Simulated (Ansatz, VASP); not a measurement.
# One calculation of Mg3Zr, two programs

The input INCAR:

```
SYSTEM = Mg3Zr
ALGO = Normal
EDIFF = 1E-6
ENCUT = 520
ISIF = 2
ISMEAR = -1
LASPH = .TRUE.
LCHARG = .FALSE.
LREAL = .FALSE.
LWAVE = .FALSE.
NBANDS = 17
NELM = 100
PREC = Accurate
SIGMA = 0.1
```

File KPOINTS:

```
k-points
0
G
  5 5 5
  0 0 0
```

File POSCAR:

```
Mg3Zr
1.0
    4.4422052300      0.0000000000      0.0000000000
    0.0000000000      4.4422052300      0.0000000000
    0.0000000000      0.0000000000      4.4422052300
Mg Zr
3 1
Direct
    0.5000000000      0.5000000000      0.0000000000
    0.5000000000      0.0000000000      0.5000000000
    0.0000000000      0.5000000000      0.5000000000
    0.0000000000      0.0000000000      0.0000000000
```

Input for Ansatz:

```yaml
crystal:
  lattice:
    - [4.44220523, 0.0, 0.0]
    - [0.0, 4.44220523, 0.0]
    - [0.0, 0.0, 4.44220523]
  atoms:
    - { symbol: Mg, position: [0.5, 0.5, 0.0] }
    - { symbol: Mg, position: [0.5, 0.0, 0.5] }
    - { symbol: Mg, position: [0.0, 0.5, 0.5] }
    - { symbol: Zr, position: [0.0, 0.0, 0.0] }
kpoints:
  mp_grid:
    grid: [5, 5, 5]
hamiltonian:
  xc: lda
  pseudopotentials:
    kind: all_electron
    lapw: {}
scf:
  convergence:
    dr2_threshold: 1.0e-07
  occupations:
    method: fermi_dirac
    width: 0.1
output:
  forces: true
  stress: true
  eigenvalues: true
```

Alike in both runs: task single point; functional LDA; k mesh 5 × 5 × 5; occupations fermi-dirac, width 0.1 eV; no spin polarisation.

|  | VASP | Ansatz |
| --- | --- | --- |
| version | VASP 6.6.1 | Ansatz 0.2.0 |
| potentials or method | VASP PAW LDA potentials, release 64 (Mg, Zr_sv), cutoff 520 eV | all-electron (LAPW or listed datasets) |

```tsv
	VASP	Ansatz	Ansatz less VASP
gap on the k mesh at the Fermi level (eV)	none	none	-
pressure (GPa)	-3.1	-2.7	+0.31
```

LDA's correlation is that of Perdew and Zunger in VASP and of Perdew and Wang (1992) in Ansatz. A gap of «none» marks a metal or a gap that the smearing closes. Ansatz ran all-electron here, and VASP with PAW potentials.
